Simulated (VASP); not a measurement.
# Ta: single point with PBEsol

Ta:

```xyz
1
Lattice="-1.6207 1.6546 1.6292 1.6978 -1.6262 1.6778 1.6224 1.6279 -1.6008" Properties=species:S:1:pos:R:3 pbc="T T T"
Ta   -0.0498    0.0348   -0.0299
```

This cell differs from its parent crystal: the cell strained at random.

```json
{
  "Program": "VASP 6.6.1",
  "Task": "single point",
  "Functional": "PBEsol",
  "Potentials or basis": "VASP PAW PBE potentials, release 64 (Ta_pv)",
  "Cutoff": "520 eV",
  "k mesh": "11 × 11 × 11",
  "Occupations": "fermi-dirac, width 0.05 eV",
  "Spin": "no spin polarisation",
  "Dipole correction": "no",
  "Further INCAR settings": "ALGO = Normal; EDIFF = 1e-06; NBANDS = 12"
}
```

```yaml
Pressure: -3.8 GPa
```

Stress tensor (GPa, compression positive):
```
-4.35 -0.23 -4.14
-0.23 -3.11 -1.45
-4.14 -1.45 -3.90
```

Levels at points of the mesh, in eV from the Fermi level:
| k point | band 3 | band 4 | band 5 | band 6 | band 7 | band 8 | band 9 | band 10 |
| --- | --- | --- | --- | --- | --- | --- | --- | --- |
| (0.00, 0.00, 0.00) | -32.93 | -7.92 | 0.36 | 0.60 | 1.17 | 4.00 | 4.12 | 14.55 |

Wall time 63 s on 1 thread of Intel(R) Xeon(R) Platinum 8488C (Sapphire Rapids), with other jobs on the host, peak memory 0.25 GiB.

Caveat: the cell differs from its parent crystal (the cell strained at random); the PAW data sets were made with another functional, which shifts forces and pressure a little; spin-orbit coupling is left out, which moves the levels of the heavy elements.
